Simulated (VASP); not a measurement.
Here is a VASP 6.6.1 calculation.

Contents of INCAR:

```
  PREC = Accurate
  ENCUT = 520
  EDIFF = 1E-6
  ISMEAR = 0
  SIGMA = 0.15
  LREAL = False
  LASPH = True
  NELM = 60
  ALGO = Normal
  ISIF = 2
  LWAVE = False
  LCHARG = False
  GGA = PE
  NBANDS = 16
```

Contents of KPOINTS:

```
Automatic mesh
0
Gamma
  16 16 16
```

Contents of POSCAR:

```
InSb
1.0
   -2.8102500000      2.8102500000      1.6177544584
    2.8102500000     -2.8102500000      1.6177544584
    2.8102500000      2.8102500000     -1.6177544584
In Sb
1 1
Direct
    0.2500000000      0.7500000000      0.5000000000
    0.0000000000      0.0000000000      0.0000000000
```

Potentials or basis: VASP PAW PBE potentials, release 64 (In_d, Sb).

Launch:

```bash
$ cat potpaw_PBE.64/In_d/POTCAR potpaw_PBE.64/Sb/POTCAR > POTCAR
$ mpirun -np 1 vasp_std > vasp.out
```

Q: Estimate the band gap on the k mesh.

A: Zero (bands 9 and 10 overlap by 4.93 eV).

Q: What does it give for the pressure?

A: 6.5 GPa.

Stress tensor (GPa, compression positive):
```
7.93 0.00 0.00
0.00 7.93 0.00
0.00 0.00 3.67
```

Caveat: the cell stands under pressure; spin-orbit coupling is left out, which moves the levels of the heavy elements.
